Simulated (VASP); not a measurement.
A run of VASP 6.6.1 is set up as follows.

INCAR

```
SYSTEM = GaN
PREC = Accurate ; ENCUT = 520
EDIFF = 1E-6 ; ISMEAR = 0
SIGMA = 0.01 ; LREAL = .False.
LASPH = .True. ; NELM = 80
ALGO = Normal ; ISIF = 2
LWAVE = .False. ; LCHARG = .False.
GGA = RP ; NBANDS = 26
```

File KPOINTS:

```
Automatic mesh
0
Gamma
  12 12 4
  0 0 0
```

The input POSCAR:

```
GaN
1.0
    3.1800000000      0.0000000000      0.0000000000
   -1.5900000000      2.7539607800      0.0000000000
    0.0000000000      0.0000000000      5.1660000000
Ga N
2 2
Direct
    0.3333333333      0.6666666667      0.0000000000
    0.6666666667      0.3333333333      0.5000000000
    0.3333333333      0.6666666667      0.3750000000
    0.6666666667      0.3333333333      0.8750000000
```

Potentials or basis: VASP PAW PBE potentials, release 64 (Ga_d, N).

Run with:

```console
$ cat potpaw_PBE.64/Ga_d/POTCAR potpaw_PBE.64/N/POTCAR > POTCAR
$ mpirun -np 1 vasp_std > vasp.out
```

What does it give for the largest force?

0.138 eV/Å.

What does it give for the pressure?

11.2 GPa.

Estimate the band gap on the k mesh.

2.03 eV, direct.

Forces in eV/Å, atoms in the order of the input:
```
Ga   0.000  0.000 -0.138
Ga   0.000  0.000 -0.138
N    0.000  0.000  0.138
N    0.000  0.000  0.138
```

Caveat: the PAW data sets were made with another functional, which shifts forces and pressure a little.
